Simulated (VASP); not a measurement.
Input of a VASP 6.6.1 run:

Contents of INCAR:

```
ALGO = Normal
DIPOL = 0.5 0.5 0.289
EDIFF = 1E-6
ENCUT = 520
GGA = PE
IDIPOL = 3
ISIF = 2
ISMEAR = 0
IVDW = 12
LASPH = T
LCHARG = F
LDIPOL = T
LREAL = F
LWAVE = F
NBANDS = 18
NELM = 60
PREC = Accurate
SIGMA = 0.02
```

The input KPOINTS:

```
k-points
0
Gamma
  12 12 1
```

File POSCAR:

```
P
1.0
    3.2568236342      0.0000000000      0.0000000000
   -1.6284118171      2.8204920029      0.0000000000
    0.0000000000      0.0000000000     34.6378032000
P
4
Direct
    0.6666666667      0.3333333333      0.2405960193
    0.3333333333      0.6666666667      0.2047083685
    0.0000000000      0.0000000000      0.3368078040
    0.3333333333      0.6666666667      0.3726954549
```

Potentials or basis: VASP PAW PBE potentials, release 64 (P).

Run with:

```sh
$ cat potpaw_PBE.64/P/POTCAR > POTCAR
$ mpirun -np 1 vasp_std > vasp.out
```

(1) What does it give for the band gap on the k mesh?

(2) Estimate the largest force.

(3) What does it give for the dispersion energy per atom?

Answers

(1) 1.25 eV (least direct gap 1.81 eV).

(2) 0.092 eV/Å.

(3) -0.265 eV.
